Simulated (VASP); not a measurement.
# CsPbCl3 (P4/mmm) in VASP: single point with PBEsol

Aim: the single point of CsPbCl3 with PBEsol.

All numbers are computed with VASP 6.6.1; they aren't measurements. Logs are shortened: lines on timing, memory, paths and dates and some standing lists are left out, and cuts for length are marked.

## 1. The cell of the first run

The structure is tetragonal, space group P4/mmm (No. 123). The conventional cell has a = 5.682 Å, b = 5.682 Å, c = 5.455 Å, α = 90.00°, β = 90.00°, γ = 90.00°. Cs (site symmetry 4/mmm) has 12 Cl at 3.94 to 4.02 Å and 8 Pb at 4.86 Å within 5.2 Å. Within 3.6 Å of Pb (site symmetry 4/mmm) lie 6 Cl at 2.73 to 2.84 Å. Cl (site symmetry mmm) has 2 Pb at 2.84 Å within 3.7 Å. Within 3.6 Å of Cl (site symmetry 4/mmm) lie 2 Pb at 2.73 Å.

## 2. Single point, PBEsol

INCAR

```
PREC     = Accurate       # precision mode
ENCUT    = 520            # plane-wave cutoff, eV
EDIFF    = 1E-6           # SCF threshold, eV
ISMEAR   = 0              # smearing method
SIGMA    = 0.05           # smearing width, eV
LREAL    = False          # projectors in reciprocal space
LASPH    = True           # aspherical terms in the spheres
NELM     = 80             # most SCF steps
ALGO     = Normal         # electronic algorithm
ISIF     = 2              # what is computed and relaxed
LWAVE    = False          # write WAVECAR
LCHARG   = False          # write CHGCAR
GGA      = PS             # functional
NBANDS   = 30             # bands
```

KPOINTS

```
regular mesh
0
Gamma
  6 6 6
```

POSCAR

```
CsPbCl3
1.0
    5.6817903642      0.0000000000      0.0000000000
    0.0000000000      5.6817903642      0.0000000000
    0.0000000000      0.0000000000      5.4545187496
Cs Pb Cl
1 1 3
Direct
    0.0000000000      0.0000000000      0.0000000000
    0.5000000000      0.5000000000      0.5000000000
    0.0000000000      0.5000000000      0.5000000000
    0.5000000000      0.0000000000      0.5000000000
    0.5000000000      0.5000000000      0.0000000000
```

Potentials or basis: VASP PAW PBE potentials, release 64 (Cs_sv, Pb_d, Cl).

Launch:

```bash
> cat potpaw_PBE.64/Cs_sv/POTCAR potpaw_PBE.64/Pb_d/POTCAR potpaw_PBE.64/Cl/POTCAR > POTCAR
> mpirun -np 1 vasp_std > vasp.out
```

OUTCAR:

```text
PREC = Accurate
   ENCUT = 520
   EDIFF = 1E-6
   ISMEAR = 0
   LREAL = False
   LASPH = True
   NELM = 80
   ISIF = 2
   GGA = PS

 ion  position               nearest neighbor table
   1  0.000  0.000  0.000-
   2  0.500  0.500  0.500-   5 2.73   5 2.73   3 2.84   4 2.84   4 2.84   3 2.84
   3  0.000  0.500  0.500-   2 2.84   2 2.84
   4  0.500  0.000  0.500-   2 2.84   2 2.84
   5  0.500  0.500  0.000-   2 2.73   2 2.73

  LATTYP: Found a simple tetragonal cell.
 ALAT       =     5.6817903642
 C/A-ratio  =     0.9600000000

  Lattice vectors:

 A1 = (   5.6817903642,   0.0000000000,   0.0000000000)
 A2 = (   0.0000000000,   5.6817903642,   0.0000000000)
 A3 = (   0.0000000000,   0.0000000000,   5.4545187496)

Analysis of symmetry for initial positions (statically):
=====================================================================
 Subroutine PRICEL returns:
 Original cell was already a primitive cell.

 Routine SETGRP: Setting up the symmetry group for a
 simple tetragonal supercell.

 Subroutine GETGRP returns: Found 16 space group operations
 (whereof 16 operations were pure point group operations)
 out of a pool of 16 trial point group operations.

The static configuration has the point symmetry D_4h.

Analysis of symmetry for dynamics (positions and initial velocities):
=====================================================================
 Subroutine PRICEL returns:
 Original cell was already a primitive cell.

 Routine SETGRP: Setting up the symmetry group for a
 simple tetragonal supercell.

 Subroutine GETGRP returns: Found 16 space group operations
 (whereof 16 operations were pure point group operations)
 out of a pool of 16 trial point group operations.

The dynamic configuration has the point symmetry D_4h.

 Subroutine INISYM returns: Found 16 space group operations
 (whereof 16 operations are pure point group operations),
 and found     1 'primitive' translations

----------------------------------------------------------------------------------------

                                     Primitive cell

  volume of cell :     176.0868

  direct lattice vectors                    reciprocal lattice vectors
     5.681790364  0.000000000  0.000000000     0.176000862  0.000000000  0.000000000
     0.000000000  5.681790364  0.000000000     0.000000000  0.176000862  0.000000000
     0.000000000  0.000000000  5.454518750     0.000000000  0.000000000  0.183334231

  length of vectors
     5.681790364  5.681790364  5.454518750     0.176000862  0.176000862  0.183334231

  position of ions in fractional coordinates (direct lattice)
     0.000000000  0.000000000  0.000000000
     0.500000000  0.500000000  0.500000000
     0.000000000  0.500000000  0.500000000
     0.500000000  0.000000000  0.500000000
     0.500000000  0.500000000  0.000000000

  ion indices of the primitive-cell ions
   primitive index   ion index
                 1           1
                 2           2
                 3           3
                 4           4
                 5           5

----------------------------------------------------------------------------------------

 KPOINTS: regular mesh

Automatic generation of k-mesh.
 Grid dimensions read from file:
 generate k-points for:    6    6    6

 Generating k-lattice:

  Cartesian coordinates                     Fractional coordinates (reciprocal lattice)
     0.029333477  0.000000000  0.000000000     0.166666667  0.000000000  0.000000000
     0.000000000  0.029333477  0.000000000     0.000000000  0.166666667  0.000000000
     0.000000000  0.000000000  0.030555705     0.000000000  0.000000000  0.166666667

  Length of vectors
     0.029333477  0.029333477  0.030555705

  Shift w.r.t. Gamma in fractional coordinates (k-lattice)
     0.000000000  0.000000000  0.000000000

 Subroutine IBZKPT returns following result:
 ===========================================

 Found     40 irreducible k-points:

 Following reciprocal coordinates:
            Coordinates               Weight
  0.000000  0.000000  0.000000      1.000000
  0.166667  0.000000  0.000000      4.000000
  0.333333  0.000000  0.000000      4.000000
  0.500000  0.000000  0.000000      2.000000
  0.166667  0.166667  0.000000      4.000000
  0.333333  0.166667  0.000000      8.000000
[... 16 lines left out ...]
  0.333333  0.000000  0.333333      8.000000
  0.500000  0.000000  0.333333      4.000000
 [... further k-points ...]
   k-points           NKPTS =     40   k-points in BZ     NKDIM =     40   number of bands    NBANDS=     30
   number of dos      NEDOS =    301   number of ions     NIONS =      5
   total plane-waves  NPLWV =  74088
   dimension x,y,z NGX =    42 NGY =   42 NGZ =   42
   dimension x,y,z NGXF=    84 NGYF=   84 NGZF=   84
   ions per type =               1   1   3
   NGX,Y,Z   is equivalent  to a cutoff of  12.29, 12.29, 12.80 a.u.
   NGXF,Y,Z  is equivalent  to a cutoff of  24.58, 24.58, 25.60 a.u.
 SYSTEM =  unknown system
   PREC   = accura    normal or accurate (medium, high low for compatibility)
   ISTART =      0    job   : 0-new  1-cont  2-samecut
   ICHARG =      2    charge: 1-file 2-atom 10-const
   ISPIN  =      1    spin polarized calculation?
   LNONCOLLINEAR =      F non collinear calculations
   LSORBIT =      F    spin-orbit coupling
   LASPH  =      T    aspherical Exc in radial PAW
   ENCUT  =  520.0 eV  38.22 Ry    6.18 a.u.  10.56 10.56 10.14*2*pi/ulx,y,z
   NELM   =     80;   NELMIN=  2; NELMDL= -5     # of ELM steps
   EDIFF  = 0.1E-05   stopping-criterion for ELM
   LREAL  =      F    real-space projection
   EDIFFG = 0.1E-04   stopping-criterion for IOM
   NSW    =      0    number of steps for IOM
   IBRION =     -1    ionic relax: 0-MD 1-quasi-New 2-CG
   NFREE  =      0    steps in history (QN), initial steepest desc. (CG)
   ISIF   =      2    stress and relaxation
   ISYM   =      2    0-nonsym 1-usesym 2-fastsym
   POTIM  = 0.5000    time-step for ionic-motion
   TEBEG  =    0.0;   TEEND  =   0.0 temperature during run
   PSTRESS=    0.0 pullay stress
   NELECT =      44.0000    total number of electrons
   NUPDOWN=      -1.0000    fix difference up-down
   EMIN   =  10.00;   EMAX   =-10.00  energy-range for DOS
   EFERMI =   0.00;   METHOD = LEGACY
   ISMEAR =     0;   SIGMA  =   0.05  broadening in eV -4-tet -1-fermi 0-gaus
   EFERMI_NEDOS =   21; number of points for ismear=-14 and -15
   IALGO  =     38    algorithm
   IMIX   =      4    mixing-type and parameters
     AMIX     =   0.40;   BMIX     =  1.00
     AMIX_MAG =   1.60;   BMIX_MAG =  1.00
  volume/ion in A,a.u.               =      35.22       237.66
  Fermi-wavevector in a.u.,A,eV,Ry     =   1.031138  1.948568 14.466333  1.063245
  Thomas-Fermi vector in A             =   2.165271
   LORBIT       =      0    0 simple, 1 ext, 2 COOP (PROOUT), +10 PAW based schemes
   GGA     = PS    functional components
   LHFCALC =     F    Hartree Fock is set to
   AEXX    =    0.0000 exact exchange contribution
   IVDW    =     0    specifies the selected vdW correction
   LEPSILON=     F    determine dielectric tensor
   LRPA    =     F    only Hartree local field effects (RPA)
 non-spin polarized calculation
 Gauss-broadening in eV      SIGMA  =   0.05
  energy-cutoff  :      520.00
  volume of cell :      176.09
 maximum number of plane-waves:      4764
   NGX = 21   NGY = 21   NGZ = 21

 number of electron      44.0000004 magnetization

 Free energy of the ion-electron system (eV)
  ---------------------------------------------------
  ext. energy  EPLUGINS =         0.00000000
  ---------------------------------------------------
  free energy    TOTEN  =       -18.34742912 eV

  energy without entropy =      -18.34742912  energy(sigma->0) =      -18.34742912

 E-fermi :   1.9887     XC(G=0):  -8.0087

 val. band max:        1.7399215316   @ k =   0.5000   0.5000   0.5000
 cond. band min:       3.4190581565   @ k =   0.5000   0.5000   0.5000
 fundamental gap:      1.6791366249
 Fermi energy:         1.9886733086

 k-point     1 :       0.0000    0.0000    0.0000
  band No.  band energies     occupation
      1     -19.6331      2.00000
      2     -15.1209      2.00000
      3     -15.0204      2.00000
      4     -14.8108      2.00000
      5     -14.8005      2.00000
      6     -14.8005      2.00000
[... 22 lines left out ...]
     29       7.6010      0.00000
     30       7.6010      0.00000

 k-point     2 :       0.1667    0.0000    0.0000
  band No.  band energies     occupation
      1     -19.6326      2.00000
      2     -15.1175      2.00000
      3     -15.0032      2.00000
      4     -14.8111      2.00000
      5     -14.8008      2.00000
      6     -14.8005      2.00000
[... 22 lines left out ...]
     29       7.0149      0.00000
     30       7.6608      0.00000

 k-point     3 :       0.3333    0.0000    0.0000
  band No.  band energies     occupation
      1     -19.6316      2.00000
      2     -15.1130      2.00000
      3     -14.9657      2.00000
      4     -14.8117      2.00000
      5     -14.8014      2.00000
      6     -14.8005      2.00000
[... 22 lines left out ...]
     29       7.2392      0.00000
     30       8.0334      0.00000

 k-point     4 :       0.5000    0.0000    0.0000
  band No.  band energies     occupation
      1     -19.6311      2.00000
      2     -15.1115      2.00000
      3     -14.9459      2.00000
      4     -14.8121      2.00000
      5     -14.8018      2.00000
      6     -14.8005      2.00000
[... 22 lines left out ...]
     29       7.4024      0.00000
     30       8.5314      0.00000

 k-point     5 :       0.1667    0.1667    0.0000
  band No.  band energies     occupation
      1     -19.6321      2.00000
      2     -15.1131      2.00000
      3     -14.9863      2.00000
      4     -14.8114      2.00000
      5     -14.8008      2.00000
      6     -14.8008      2.00000
[... 22 lines left out ...]
     29       7.1369      0.00000
     30       7.5399      0.00000
[... 526 lines left out ...]
     29       7.0996      0.00000
     30       8.1273      0.00000

 k-point    22 :       0.1667    0.0000    0.3333
  band No.  band energies     occupation
      1     -19.6304      2.00000
      2     -15.0082      2.00000
      3     -14.9817      2.00000
      4     -14.8111      2.00000
      5     -14.8026      2.00000
      6     -14.8023      2.00000
[... 22 lines left out ...]
     29       7.2624      0.00000
     30       7.9857      0.00000

 k-point    23 :       0.3333    0.0000    0.3333
  band No.  band energies     occupation
      1     -19.6296      2.00000
      2     -15.0026      2.00000
      3     -14.9400      2.00000
      4     -14.8117      2.00000
      5     -14.8032      2.00000
      6     -14.8022      2.00000
[... 22 lines left out ...]
     29       7.5670      0.00000
     30       7.9097      0.00000

 k-point    24 :       0.5000    0.0000    0.3333
  band No.  band energies     occupation
      1     -19.6292      2.00000
      2     -15.0018      2.00000
      3     -14.9162      2.00000
      4     -14.8120      2.00000
      5     -14.8035      2.00000
      6     -14.8022      2.00000
[... 22 lines left out ...]
     29       7.7561      0.00000
     30       7.8548      0.00000

 [... further k-points ...]
[... 5 lines left out ...]
  --------------------------------------------------------------------------------------
  -------------------------------------------------------------------------------------
  Total       -0.5667338     -0.5667338      1.9710622      0.0000000      0.0000000      0.0000000
  in kB       -5.1565928     -5.1565928     17.9342852      0.0000000      0.0000000      0.0000000
  external PRESSURE =       2.5403665 kB  Pullay stress =       0.0000000 kB

 VOLUME and BASIS-vectors are now :
 -----------------------------------------------------------------------------
  energy-cutoff  :      520.00
  volume of cell :      176.09
      direct lattice vectors                 reciprocal lattice vectors
     5.681790364  0.000000000  0.000000000     0.176000862  0.000000000  0.000000000
     0.000000000  5.681790364  0.000000000     0.000000000  0.176000862  0.000000000
     0.000000000  0.000000000  5.454518750     0.000000000  0.000000000  0.183334231

 POSITION                                       TOTAL-FORCE (eV/Angst)
 -----------------------------------------------------------------------------------
      0.00000      0.00000      0.00000         0.000000      0.000000      0.000000
      2.84090      2.84090      2.72726         0.000000      0.000000      0.000000
      0.00000      2.84090      2.72726         0.000000      0.000000      0.000000
      2.84090      0.00000      2.72726         0.000000      0.000000      0.000000
      2.84090      2.84090      0.00000         0.000000      0.000000      0.000000
 -----------------------------------------------------------------------------------
    total drift:                                0.000000     -0.000000     -0.000000

  FREE ENERGIE OF THE ION-ELECTRON SYSTEM (eV)
  ---------------------------------------------------
  free  energy   TOTEN  =       -18.3474291231 eV

  energy  without entropy=      -18.3474291231  energy(sigma->0) =      -18.34742912
```

Wall time 5 min (1 thread of Intel Xeon 8259CL, shared host); peak memory 0.37 GiB.

What came out:

* Free energy: -18.3474 eV
* Pressure: 0.3 GPa
* Band gap on the k mesh: 1.68 eV, direct

Caveat: the PAW data sets were made with another functional, which shifts forces and pressure a little; spin-orbit coupling is left out, which moves the levels of the heavy elements. A k mesh can miss the band edges.
